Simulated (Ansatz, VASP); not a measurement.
Bi2Se3 in VASP and in Ansatz

```
Bi Se
1.0
     2.09568    1.20994    9.97623
    -2.09568    1.20994    9.97623
     0.00000   -2.41989    9.97623
Bi Se
2 3
Direct
  0.39818 0.39818 0.39818
  0.60182 0.60182 0.60182
  0.00000 0.00000 0.00000
  0.21632 0.21632 0.21632
  0.78368 0.78368 0.78368
```

Alike in both runs: functional PBE; k mesh 8 × 8 × 8; occupations fermi-dirac, width 0.02 eV; no spin polarisation.

Ansatz relaxed the structure, and its values are those at the end. VASP's run is a single point on that final structure, the one shown.

|  | VASP | Ansatz |
| --- | --- | --- |
| version | VASP 6.6.1 | Ansatz 0.2.0 |
| potentials or method | VASP PAW PBE potentials, release 64 (Bi_d, Se) | plane-wave PAW, scalar-relativistic |
| plane-wave cutoff (eV) | 520 | 420 |
| valence electrons in the cell | 48 | 78 |

Ansatz gave:

| Quantity | Value |
| --- | --- |
| pressure (GPa) | 0.3 |
| rms of the force components (eV/Å) | 0.001 |

Problem. Which values does VASP return?

Solution. Pressure (GPa): 0.3; rms of the force components (eV/Å): 0.004.

The functional is the same, so the differences come from potentials, cutoffs and numerics. VASP's potentials hold 48 valence electrons a cell and Ansatz's 78, so a difference there can come from the potentials and not from the codes. Ansatz's warnings: stress scf threshold loose.

Spin-orbit coupling is off throughout.
